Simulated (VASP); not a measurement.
B18N19 (a cell with a defect): single point with r2SCAN+D3(BJ)

The system is B18N19 (a cell with a defect).

```
B N
1.0
     7.50566    0.00000    0.00000
    -3.75283    6.50010    0.00000
     0.00000    0.00000    6.85462
B N
18 19
Cartesian
  0.0069 -0.1246 5.1065
  -0.0797 0.1299 1.7057
  -1.2607 2.0265 5.0244
  -1.3187 2.1933 1.7404
  -2.5022 4.1944 5.2813
  -2.5221 4.3737 1.8624
  2.4309 -0.1311 5.1125
  2.3735 0.0191 1.2706
  1.2269 2.1149 5.2378
  1.1569 2.2657 1.7600
  -0.0953 4.2438 5.3234
  -0.0319 4.3941 1.4249
  5.0056 -0.0393 5.2024
  4.9873 0.0652 1.3605
  3.8668 2.0721 5.0892
  3.5925 2.2793 2.0919
  2.3896 4.1496 5.2888
  2.5192 4.3869 1.7457
  1.2517 0.8323 1.6089
  0.0274 1.2731 4.9429
  -0.0540 2.9967 1.5988
  -1.2665 3.4476 5.2477
  -1.3371 5.1005 1.4280
  -2.5440 5.6381 5.0755
  3.5662 0.8666 1.1887
  2.4538 1.3263 5.1937
  2.3140 2.9967 2.1135
  1.1395 3.5483 5.3328
  1.2281 5.1340 1.3719
  -0.0895 5.7724 5.2831
  6.1830 0.8209 1.6839
  5.0438 1.3730 5.1078
  4.9864 3.0099 2.0918
  3.7166 3.4728 5.2855
  3.7710 5.1251 2.0159
  2.5615 5.6802 5.2128
  3.5285 0.9330 2.7703
```

```yaml
Program: VASP 6.6.1
Task: single point
Functional: r2SCAN
Dispersion: D3(BJ)
Potentials_or_basis: VASP PAW PBE potentials, release 64 (B, N)
Cutoff: 520 eV
k_mesh: 2 × 2 × 1
Occupations: fermi-dirac, width 0.02 eV
Spin: collinear spin
Dipole_correction: no
Further_INCAR_settings: LREAL = Auto; ALGO = Normal; EDIFF = 1e-06; NBANDS = 102
```

* Pressure: -1.3 GPa
* Largest force: 6.375 eV/Å
* Band gap on the k mesh: 1.80 eV
* Net moment: 1.00 μB per cell
* Site moments: B -0.00, +0.00, -0.02 (each value once); N +0.03, +0.01, +0.00, -0.00, +0.02, +0.58 (each value once) μB
* Valence electrons inside the program's atomic spheres: B 2.31, 2.01, 2.21, 2.12, 2.10, 2.23, 2.25, 2.15, 2.09, 2.13, 2.03, 1.98, 2.14, 2.02, 2.07 (each value once); N 4.04, 4.03, 4.07, 4.09, 3.85, 3.96, 4.12, 4.00, 4.02, 4.19, 4.01, 3.99, 3.63 (each value once)
* Dispersion energy per atom: -0.068 eV

Forces on the atoms (eV/Å):
```
B    0.425 -0.495 -0.712
B    2.968 -2.262  0.987
B    3.508  0.456  0.814
B   -0.341  4.995  0.695
B   -1.712  0.468 -1.142
B    0.495  1.820 -0.310
B   -0.546  2.541  0.259
B   -0.309  0.413  1.454
B   -0.167 -2.768 -1.482
B    0.619 -0.043 -0.213
B    0.499  2.088 -0.611
B   -0.859  1.357  0.339
B   -0.084 -2.785 -0.173
B   -1.613  0.217  0.561
B   -6.076 -0.286  1.906
B    1.431 -0.797  0.506
B    3.688  3.331 -0.229
B   -1.830  1.054  1.517
N   -4.030 -1.140 -0.443
N   -1.150  3.774  0.987
N   -1.429 -2.168  0.155
N   -0.645  1.198 -0.088
N    1.144 -0.326 -0.426
N    1.432 -1.298  0.873
N    3.896 -0.822  0.428
N    1.885  1.878 -0.221
N    2.282  1.631 -1.444
N    0.731 -1.252  0.165
N    1.040 -0.109  0.243
N    3.596 -3.698  0.012
N   -0.723 -2.246 -0.988
N   -0.400 -1.963 -0.404
N   -0.748 -3.627 -1.068
N    0.289  0.522 -0.253
N   -2.737  1.827 -2.207
N   -5.201 -1.578  0.486
N    0.671  0.090  0.029
```

Stress tensor (GPa, compression positive):
```
-2.71 -0.60  0.37
-0.60 -2.09 -0.06
 0.37 -0.06  0.94
```

Levels at points of the mesh, in eV from the valence-band top:
Spin up:
```tsv
k point	band 72	band 73	band 74	band 75	band 76	band 77	band 78	band 79
(0.00, 0.00, 0.00)	-0.62	-0.56	-0.41	0.00	3.97	4.24	5.02	5.19
(0.50, 0.00, 0.00)	-0.99	-0.94	-0.54	-0.31	4.15	4.70	5.00	5.04
(0.00, 0.50, 0.00)	-0.97	-0.74	-0.51	-0.24	3.84	4.78	4.86	5.15
(0.50, 0.50, 0.00)	-0.94	-0.71	-0.58	-0.29	4.27	4.56	4.78	4.97
```
Spin down:
```csv
k point,band 71,band 72,band 73,band 74,band 75,band 76,band 77,band 78
"(0.00, 0.00, 0.00)",-0.63,-0.52,-0.39,-0.05,1.92,4.17,4.26,5.08
"(0.50, 0.00, 0.00)",-0.99,-0.96,-0.72,-0.17,1.80,4.26,4.71,5.03
"(0.00, 0.50, 0.00)",-1.05,-0.95,-0.61,-0.10,2.03,3.90,4.79,4.93
"(0.50, 0.50, 0.00)",-1.05,-0.92,-0.57,-0.23,1.88,4.35,4.59,4.82
```

It took 46 min on 1 thread of Oxide Virtual Turin-like Processor, with other jobs on the host, peak memory 0.7 GiB.

Caveat: the k points lie up to 0.92 Å⁻¹ apart, too coarse for converged energies, forces and pressures; the PAW data sets were made with another functional, which shifts forces and pressure a little.
